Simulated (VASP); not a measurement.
# Al33N31 (a cell with a defect) in VASP: single point with PBEsol

Aim: the single point of Al33N31 (a cell with a defect) with PBEsol.

Everything below comes from runs of VASP 6.6.1. Logs are shortened: lines on timing, memory, paths and dates and some standing lists are left out, and cuts for length are marked.

**1. The cell of the first run**

The cell holds a defect, 64 atoms: a = 8.755 Å, b = 8.755 Å, c = 8.755 Å, α = 90.00°, β = 90.00°, γ = 90.00°.

**2. Single point, PBEsol, collinear spin**

Input file INCAR:

```
SYSTEM = Al33N31
PREC = Accurate
ENCUT = 520
EDIFF = 1E-6
ISMEAR = -1
SIGMA = 0.05
LREAL = Auto
LASPH = .True.
NELM = 200
ALGO = Normal
ISIF = 2
LWAVE = .False.
LCHARG = .True.
ISPIN = 2
MAGMOM = 0 0 0 0 0 0 0 0.2 0.2 0 0 0 0 0 0 0 0.2 0 0 0 0 0 0 0 0.2 0 0 0 0 0 0 0 0.2 0 0 0 0 0 0 0 0 0 0 0 0 0 0 0 0 0 0 0 0 0 0 0 0 0 0 0 0 0 0 0
LORBIT = 11
NUPDOWN = 1.0
GGA = PS
LELF = .True.
LVHAR = .True.
NELECT = 253.0
ISYM = 0
NBANDS = 169
GGA_COMPAT = .False.
```

Input file KPOINTS:

```
Automatic mesh
0
Gamma
  1 1 1
  0.25 0.25 0.25
```

Input file POSCAR:

```
Al33N31
1.0
    8.7554440000      0.0000000000      0.0000000000
    0.0000000000      8.7554440000      0.0000000000
    0.0000000000      0.0000000000      8.7554440000
Al N
33 31
Direct
    0.0003070000      0.0002740000      0.0014220000
    0.9991590000      0.9991720000      0.4984550000
    0.0054500000      0.5003080000      0.0049130000
    0.0026790000      0.5015260000      0.4959890000
    0.5003310000      0.0054150000      0.0049020000
    0.5014710000      0.0027760000      0.4958860000
    0.5022150000      0.5021450000      0.0104800000
    0.4905450000      0.4909540000      0.4605490000
    0.5284870000      0.5282860000      0.7136910000
    0.2492090000      0.2491980000      0.0002170000
    0.2476320000      0.2476230000      0.4973470000
    0.2514260000      0.7520570000      0.9990720000
    0.2542610000      0.7504400000      0.4985780000
    0.7520460000      0.2512820000      0.9992200000
    0.7503770000      0.2543030000      0.4986280000
    0.7528180000      0.7528340000      0.9984090000
    0.7427690000      0.7432660000      0.5162740000
    0.2488000000      0.9991060000      0.2494640000
    0.2464450000      0.0046280000      0.7496400000
    0.2455760000      0.4994020000      0.2435860000
    0.2367280000      0.4992120000      0.7471380000
    0.7514150000      0.9988560000      0.2520280000
    0.7552750000      0.0040790000      0.7493270000
    0.7527660000      0.5014630000      0.2478930000
    0.7904980000      0.5043860000      0.7525380000
    0.9990980000      0.2488390000      0.2495120000
    0.0046030000      0.2465160000      0.7496630000
    0.9987730000      0.7514270000      0.2520900000
    0.0041300000      0.7552380000      0.7493080000
    0.4993930000      0.2456990000      0.2436880000
    0.4992100000      0.2365460000      0.7472410000
    0.5014190000      0.7528570000      0.2477430000
    0.5048470000      0.7906660000      0.7517790000
    0.1253940000      0.1254500000      0.1251710000
    0.1244920000      0.1245820000      0.6228640000
    0.1266180000      0.6280850000      0.1238490000
    0.1251590000      0.6281180000      0.6224280000
    0.6280190000      0.1266260000      0.1239590000
    0.6281270000      0.1250980000      0.6224410000
    0.6283270000      0.6283160000      0.1244320000
    0.3747610000      0.3748120000      0.1228260000
    0.3728910000      0.3727460000      0.6281800000
    0.3764310000      0.8765310000      0.1230800000
    0.3704190000      0.8876430000      0.6215730000
    0.8764890000      0.3764840000      0.1231700000
    0.8874920000      0.3705700000      0.6216960000
    0.8761200000      0.8761340000      0.1264100000
    0.8766950000      0.8766260000      0.6269350000
    0.3754230000      0.1264070000      0.3721430000
    0.3743610000      0.1248940000      0.8767630000
    0.3672910000      0.6282030000      0.3593960000
    0.3845830000      0.6222430000      0.8647260000
    0.8748950000      0.1258160000      0.3753530000
    0.8775600000      0.1283490000      0.8754760000
    0.8712290000      0.6251710000      0.3790860000
    0.8913130000      0.6312310000      0.8845970000
    0.1263440000      0.3755110000      0.3722080000
    0.1249850000      0.3744370000      0.8767310000
    0.1257340000      0.8749530000      0.3753110000
    0.1283690000      0.8775340000      0.8754480000
    0.6280210000      0.3675270000      0.3597190000
    0.6222070000      0.3840490000      0.8651580000
    0.6250710000      0.8714870000      0.3787660000
    0.6312130000      0.8912270000      0.8845840000
```

Potentials or basis: VASP PAW PBE potentials, release 64 (Al, N).

Run with:

```sh
> cat potpaw_PBE.64/Al/POTCAR potpaw_PBE.64/N/POTCAR > POTCAR
> mpirun -np 1 vasp_std > vasp.out
```

OUTCAR:

```text
SYSTEM = Al33N31
   PREC = Accurate
   ENCUT = 520
   EDIFF = 1E-6
   ISMEAR = -1
   LREAL = Auto
   LASPH = .True.
   NELM = 200
   ISIF = 2
   ISPIN = 2
   LORBIT = 11
   NUPDOWN = 1.0
   GGA = PS
   NELECT = 253.0
   ISYM = 0

 ion  position               nearest neighbor table
   1  0.000  0.000  0.001-  47 1.89  34 1.89  54 1.90  60 1.90  16 3.06  18 3.07  26 3.07  23 3.08
                            29 3.08  10 3.08  19 3.08  27 3.08  14 3.09  12 3.09  22 3.09  28 3.09
   2  0.999  0.999  0.498-  48 1.89  59 1.89  53 1.89  35 1.90  28 3.06  22 3.06  23 3.06  29 3.06
                            11 3.08  19 3.09  26 3.09  27 3.09  18 3.09  13 3.12  15 3.12  17 3.18
   3  0.005  0.500  0.005-  56 1.85  36 1.86  45 1.88  58 1.89  25 2.90  20 2.96  21 3.03  10 3.06
                            24 3.07  26 3.07  12 3.08  28 3.09  14 3.11  16 3.13  27 3.15  29 3.16
   4  0.003  0.502  0.496-  46 1.88  55 1.88  57 1.89  37 1.90  25 2.92  21 3.01  28 3.06  20 3.07
                            24 3.08  11 3.09  26 3.09  15 3.09  13 3.10  17 3.11  29 3.14  27 3.15
   5  0.500  0.005  0.005-  64 1.85  38 1.86  43 1.88  50 1.89  33 2.91  30 2.97  31 3.03  10 3.06
                            32 3.07  18 3.07  14 3.08  22 3.09  12 3.11  16 3.13  19 3.15  23 3.16
   6  0.501  0.003  0.496-  44 1.88  63 1.88  49 1.89  39 1.90  33 2.91  31 3.01  22 3.06  30 3.07
                            32 3.08  11 3.09  18 3.09  13 3.09  15 3.10  17 3.11  23 3.14  19 3.15
   7  0.502  0.502  0.010-  40 1.85  41 1.86  62 1.95  52 1.95   9 2.62  24 3.02  32 3.02  30 3.03
                            20 3.04  14 3.10  12 3.10  16 3.11  10 3.13  21 3.27  31 3.27
   8  0.491  0.491  0.461-  51 1.84  61 1.84  42 2.07   9 2.26  20 2.87  30 2.87  32 2.96  24 2.96
                            11 3.03  13 3.09  15 3.10  17 3.16  21 3.35  31 3.36
   9  0.528  0.528  0.714-  52 2.00  62 2.01  42 2.07   8 2.26  25 2.33  33 2.33  21 2.58  31 2.58
                             7 2.62  17 3.17
  10  0.249  0.249  0.000-  34 1.88  50 1.89  58 1.89  41 1.89  20 3.06  30 3.06   3 3.06   5 3.06
                            19 3.07  27 3.07   1 3.08  18 3.09  26 3.09  31 3.12  21 3.12   7 3.13
  11  0.248  0.248  0.497-  35 1.88  49 1.89  57 1.89  42 1.93   8 3.03  19 3.07  27 3.07  26 3.07
                            18 3.07   2 3.08   6 3.09   4 3.09  21 3.11  31 3.11  30 3.13  20 3.13
  12  0.251  0.752  0.999-  60 1.88  43 1.89  36 1.89  52 2.01  29 3.08  20 3.08  18 3.08   3 3.08
                            32 3.09   1 3.09   7 3.10  19 3.11   5 3.11  33 3.12  21 3.13  28 3.13
  13  0.254  0.750  0.499-  37 1.90  51 1.90  59 1.90  44 1.91  18 3.08  32 3.08   8 3.09   6 3.09
                            21 3.10   4 3.10  29 3.10  28 3.11   2 3.12  19 3.13  20 3.13  33 3.14
  14  0.752  0.251  0.999-  54 1.88  38 1.89  45 1.89  62 2.01  23 3.08  30 3.08  26 3.08   5 3.08
                            24 3.09   1 3.09   7 3.10  27 3.11   3 3.11  25 3.11  22 3.13  31 3.13
  15  0.750  0.254  0.499-  39 1.90  61 1.90  53 1.90  46 1.91  26 3.08  24 3.08   4 3.09   8 3.10
                            31 3.10   6 3.10  23 3.10  22 3.11   2 3.12  27 3.13  30 3.13  25 3.14
  16  0.753  0.753  0.998-  47 1.89  40 1.90  64 1.90  56 1.90   1 3.06  25 3.08  33 3.08  28 3.09
                            22 3.09  23 3.10  29 3.10  32 3.10  24 3.10   7 3.11   5 3.13   3 3.13
  17  0.743  0.743  0.516-  48 1.92  63 1.94  55 1.94  33 2.96  25 2.97  23 3.06  29 3.07   6 3.11
                             4 3.11   8 3.16  32 3.16  24 3.16   9 3.17   2 3.18  22 3.22  28 3.22
  18  0.249  0.999  0.249-  59 1.89  34 1.89  43 1.90  49 1.90   5 3.07  11 3.07   1 3.07  30 3.08
                            12 3.08  28 3.08  13 3.08   2 3.09  32 3.09   6 3.09  10 3.09  26 3.09
  19  0.246  0.005  0.750-  35 1.86  44 1.87  60 1.88  50 1.90  33 2.94  27 2.99  31 3.00  29 3.04
                            10 3.07  11 3.07   1 3.08   2 3.09  12 3.11  13 3.13   6 3.15   5 3.15
  20  0.246  0.499  0.244-  51 1.85  36 1.86  57 1.88  41 1.89   8 2.87   3 2.96   7 3.04  10 3.06
                             4 3.07  26 3.08  12 3.08  28 3.09  11 3.13  13 3.13  30 3.14  32 3.15
  21  0.237  0.499  0.747-  37 1.85  58 1.85  42 1.93  52 1.97   9 2.58  27 3.00   4 3.01  29 3.03
                             3 3.03  13 3.10  11 3.11  10 3.12  12 3.13  31 3.25   7 3.27   8 3.35
  22  0.751  0.999  0.252-  47 1.89  53 1.89  38 1.92  63 1.92   6 3.06   2 3.06  28 3.06  32 3.07
                            26 3.08   5 3.09  30 3.09   1 3.09  16 3.09  15 3.11  14 3.13  17 3.22
  23  0.755  0.004  0.749-  48 1.88  54 1.88  64 1.89  39 1.90  33 2.88  31 3.03  27 3.04   2 3.06
                            17 3.06  14 3.08   1 3.08  29 3.08  16 3.10  15 3.10   6 3.14   5 3.16
  24  0.753  0.501  0.248-  61 1.88  45 1.89  55 1.89  40 1.89   8 2.96   7 3.02   3 3.07  28 3.07
                            15 3.08   4 3.08  14 3.09  26 3.09  16 3.10  32 3.11  30 3.15  17 3.16
  25  0.790  0.504  0.753-  56 1.83  46 1.85  62 2.06   9 2.33  29 2.88   3 2.90   4 2.92  27 2.93
                            17 2.97  16 3.08  14 3.11  15 3.14
  26  0.999  0.249  0.250-  53 1.89  34 1.89  45 1.90  57 1.90   3 3.07  11 3.07   1 3.07  20 3.08
                            14 3.08  22 3.08  15 3.08   2 3.09  24 3.09   4 3.09  10 3.09  18 3.09
  27  0.005  0.247  0.750-  35 1.86  46 1.87  54 1.88  58 1.90  25 2.93  19 2.99  21 3.00  23 3.04
                            10 3.07  11 3.07   1 3.08   2 3.09  14 3.11  15 3.13   4 3.15   3 3.15
  28  0.999  0.751  0.252-  47 1.89  59 1.89  36 1.92  55 1.92   4 3.06   2 3.06  22 3.06  24 3.07
                            18 3.08   3 3.09  20 3.09   1 3.09  16 3.09  13 3.11  12 3.13  17 3.22
  29  0.004  0.755  0.749-  48 1.88  60 1.88  56 1.89  37 1.90  25 2.88  21 3.03  19 3.04   2 3.06
                            17 3.07  12 3.08   1 3.08  23 3.08  16 3.10  13 3.10   4 3.14   3 3.16
[... 274 lines left out ...]
 maximum number of plane-waves:     18052
 NGX is ok and might be reduce to    70
   NGX = 33   NGY = 33   NGZ = 33

 number of electron     252.9999996 magnetization       1.0000000

 Free energy of the ion-electron system (eV)
  ---------------------------------------------------
  ext. energy  EPLUGINS =         0.00000000
  ---------------------------------------------------
  free energy    TOTEN  =      -492.44564119 eV

  energy without entropy =     -492.42408799  energy(sigma->0) =     -492.43486459

 E-fermi :   9.0862     XC(G=0): -11.1182

 val. band max:        8.9638141278   @ k =  -0.2500  -0.2500   0.2500
 cond. band min:       9.2044771049   @ k =  -0.2500   0.2500   0.2500
 fundamental gap:      0.2406629770
 Fermi energy:         9.1486304593

 spin component 1

 k-point     1 :       0.2500    0.2500    0.2500
  band No.  band energies     occupation
      1      -8.9179      1.00000
      2      -8.4413      1.00000
      3      -8.2837      1.00000
      4      -8.1719      1.00000
      5      -7.8707      1.00000
      6      -7.7776      1.00000
[... 553 lines left out ...]
    137      11.5073      0.00000
    138      11.5760      0.00000
 Fermi energy:         9.0861820529

 spin component 2

 k-point     1 :       0.2500    0.2500    0.2500
  band No.  band energies     occupation
      1      -8.8972      1.00000
      2      -8.4244      1.00000
      3      -8.2664      1.00000
      4      -8.1609      1.00000
      5      -7.8548      1.00000
      6      -7.7621      1.00000
[... 553 lines left out ...]
    137      11.5189      0.00000
    138      11.6027      0.00000
 [bands above 138 left out]

------------------------ aborting loop because EDIFF is reached ----------------------------------------

  FORCE on cell =-STRESS in cart. coord.  units (eV):
  Direction    XX          YY          ZZ          XY          YZ          ZX
  --------------------------------------------------------------------------------------
  -------------------------------------------------------------------------------------
  Total        6.6123282      6.6826124      5.0951953     -0.3088055      6.5143237      6.7915656
  in kB       15.7844866     15.9522641     12.1628933     -0.7371587     15.5505372     16.2123497
  external PRESSURE =      14.6332147 kB  Pullay stress =       0.0000000 kB

 VOLUME and BASIS-vectors are now :
 -----------------------------------------------------------------------------
  energy-cutoff  :      520.00
  volume of cell :      671.17
      direct lattice vectors                 reciprocal lattice vectors
     8.755444000  0.000000000  0.000000000     0.114214653  0.000000000  0.000000000
     0.000000000  8.755444000  0.000000000     0.000000000  0.114214653  0.000000000
     0.000000000  0.000000000  8.755444000     0.000000000  0.000000000  0.114214653

 POSITION                                       TOTAL-FORCE (eV/Angst)
 -----------------------------------------------------------------------------------
      0.00269      0.00240      0.01245         0.038206      0.038393      0.029564
      8.74808      8.74819      4.36419         0.042752      0.046046     -0.024542
      0.04772      4.38042      0.04302         0.037398      0.010519      0.032118
      0.02346      4.39108      4.34260         0.000696      0.033825      0.009641
      4.38062      0.04741      0.04292         0.005535      0.039196      0.031307
      4.39060      0.02431      4.34170         0.031860      0.000023      0.008056
[... 56 lines left out ...]
      5.47277      7.63026      3.31626         0.000883     -0.021131     -0.026757
      5.52655      7.80309      7.74493         0.013103     -0.000540     -0.070566
 -----------------------------------------------------------------------------------
    total drift:                                0.010644      0.011469     -0.009374

  FREE ENERGIE OF THE ION-ELECTRON SYSTEM (eV)
  ---------------------------------------------------
  free  energy   TOTEN  =      -492.4456411899 eV

  energy  without entropy=     -492.4240879938  energy(sigma->0) =     -492.43486459

 total charge

# of ion       s       p       d       tot
------------------------------------------
    1        0.367   0.441   0.000   0.809
    2        0.369   0.445   0.000   0.814
    3        0.375   0.467   0.000   0.842
    4        0.370   0.450   0.000   0.819
    5        0.375   0.467   0.000   0.842
    6        0.370   0.450   0.000   0.819
[... 56 lines left out ...]
   63        1.219   2.592   0.000   3.811
   64        1.227   2.642   0.000   3.869
--------------------------------------------------
tot         50.131  95.908   0.000 146.039

 magnetization (x)

# of ion       s       p       d       tot
------------------------------------------
    1       -0.000   0.000   0.000   0.000
    2        0.000   0.001   0.000   0.001
    3        0.000   0.000   0.000   0.001
    4       -0.000  -0.000   0.000  -0.000
    5        0.000   0.000   0.000   0.001
    6       -0.000  -0.000   0.000  -0.000
[... 56 lines left out ...]
   63        0.001   0.005   0.000   0.006
   64        0.001   0.010   0.000   0.011
--------------------------------------------------
tot          0.081   0.290   0.000   0.371
```

Wall time 25 min (1 thread of Intel Xeon Platinum 8488C (Sapphire Rapids), shared host); peak memory 1.3 GiB.

What came out:

* Free energy: -492.4456 eV
* Largest force: 0.222 eV/Å
* Net moment: 1.00 μB per cell
* Site moments: Al +0.00, -0.00, +0.04, +0.01, +0.05 (each value once); N -0.00, +0.01, +0.00, +0.02, +0.03 (each value once) μB
* Valence electrons inside the program's atomic spheres: Al 0.81, 0.84, 0.82, 0.87, 0.88, 0.80, 0.79, 0.73, 0.83, 0.85 (each value once); N 3.84, 3.86, 3.85, 3.80, 3.77, 3.81, 3.87 (each value once)

Forces in eV/Å, atoms in the order of the input:
```
Al   0.038  0.038  0.030
Al   0.043  0.046 -0.025
Al   0.037  0.011  0.032
Al   0.001  0.034  0.010
Al   0.006  0.039  0.031
Al   0.032  0.000  0.008
Al   0.043  0.042 -0.036
Al   0.028  0.026 -0.081
Al   0.062  0.064  0.204
Al   0.008  0.006  0.022
Al  -0.026 -0.023 -0.021
Al   0.028 -0.016 -0.007
Al   0.002  0.051  0.039
Al  -0.016  0.029 -0.004
Al   0.051  0.002  0.043
Al   0.003  0.000  0.033
Al  -0.021 -0.026 -0.093
Al   0.015  0.029  0.011
Al   0.028  0.000  0.020
Al  -0.019  0.031 -0.011
Al  -0.005  0.075  0.070
Al  -0.031  0.020  0.017
Al  -0.007  0.061  0.049
Al   0.036  0.061  0.012
Al  -0.036 -0.023  0.006
Al   0.028  0.016  0.013
Al   0.000  0.027  0.020
Al   0.019 -0.033  0.015
Al   0.061 -0.010  0.050
Al   0.028 -0.018 -0.013
Al   0.074 -0.005  0.070
Al   0.059  0.035  0.011
Al  -0.031 -0.046  0.015
N   -0.018 -0.019 -0.009
N    0.007  0.006 -0.009
N   -0.029 -0.006  0.026
N   -0.018 -0.020 -0.035
N   -0.005 -0.027  0.026
N   -0.019 -0.018 -0.035
N   -0.030 -0.030 -0.005
N   -0.033 -0.034 -0.012
N    0.043  0.045 -0.018
N   -0.022 -0.024 -0.018
N   -0.046 -0.021 -0.003
N   -0.023 -0.021 -0.018
N   -0.019 -0.051 -0.001
N   -0.015 -0.016 -0.013
N   -0.066 -0.062  0.001
N   -0.029 -0.010 -0.005
N   -0.028 -0.018 -0.027
N   -0.004 -0.033  0.009
N   -0.051 -0.010 -0.043
N   -0.023 -0.014 -0.005
N   -0.001 -0.015 -0.036
N   -0.021  0.003 -0.032
N   -0.002  0.011 -0.065
N   -0.009 -0.030 -0.005
N   -0.020 -0.029 -0.029
N   -0.012 -0.025 -0.004
N   -0.016 -0.003 -0.036
N   -0.032 -0.005  0.004
N   -0.010 -0.046 -0.047
N    0.001 -0.021 -0.027
N    0.013 -0.001 -0.071
```

Caveat: the cell carries a net charge on a neutralising background, which shifts energy and pressure; the cell is charged against a uniform background, so pressure and absolute levels hang on convention; the PAW data sets were made with another functional, which shifts forces and pressure a little; the total moment is fixed, so each spin has its own Fermi level and the state may be an excited one.
